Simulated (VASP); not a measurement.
Write the native input for VASP 6.6.1 that does the following.

* Task: single point
* Functional: PBEsol
* Dispersion: D4
* Potentials or basis: VASP PAW PBE potentials, release 64 (K_sv, Mg, F)
* Cutoff: 600 eV
* k mesh: 4 × 4 × 4
* Occupations: gaussian, width 0.01 eV
* Spin: no spin polarisation
* Dipole correction: no
* Further INCAR settings: ALGO = Normal; EDIFF = 1e-06; NBANDS = 24

The structure of KMgF3 lies in POSCAR:

```
KMgF3
1.0
    3.9859000000      0.0000000000      0.0000000000
    0.0000000000      3.9859000000      0.0000000000
    0.0000000000      0.0000000000      3.9859000000
K Mg F
1 1 3
Direct
    0.5000000000      0.5000000000      0.5000000000
    0.0000000000      0.0000000000      0.0000000000
    0.5000000000      0.0000000000      0.0000000000
    0.0000000000      0.5000000000      0.0000000000
    0.0000000000      0.0000000000      0.5000000000
```

The input as run:

INCAR

```
SYSTEM = KMgF3
PREC = Accurate ; ENCUT = 600
EDIFF = 1E-6 ; ISMEAR = 0
SIGMA = 0.01 ; LREAL = .FALSE.
LASPH = .TRUE. ; NELM = 120
ALGO = Normal ; ISIF = 2
LWAVE = .FALSE. ; LCHARG = .FALSE.
GGA = PS ; IVDW = 13
NBANDS = 24 ; GGA_COMPAT = .FALSE.
```

KPOINTS

```
regular mesh
0
G
  4 4 4
  0 0 0
```

Potentials or basis: VASP PAW PBE potentials, release 64 (K_sv, Mg, F).

The run is started by

```console
$ cat potpaw_PBE.64/K_sv/POTCAR potpaw_PBE.64/Mg/POTCAR potpaw_PBE.64/F/POTCAR > POTCAR
$ mpirun -np 1 vasp_std > vasp.out
```

It gave:

```json
{
  "Pressure": "-0.8 GPa",
  "Band gap on the k mesh": "7.12 eV, indirect (least direct gap 7.45 eV)",
  "Dispersion energy per atom": "-0.050 eV"
}
```

Caveat: the PAW data sets were made with another functional, which shifts forces and pressure a little.

Run time: 22 s on 1 thread of Intel Xeon 8259CL, with other jobs on the host, peak memory 0.19 GiB.
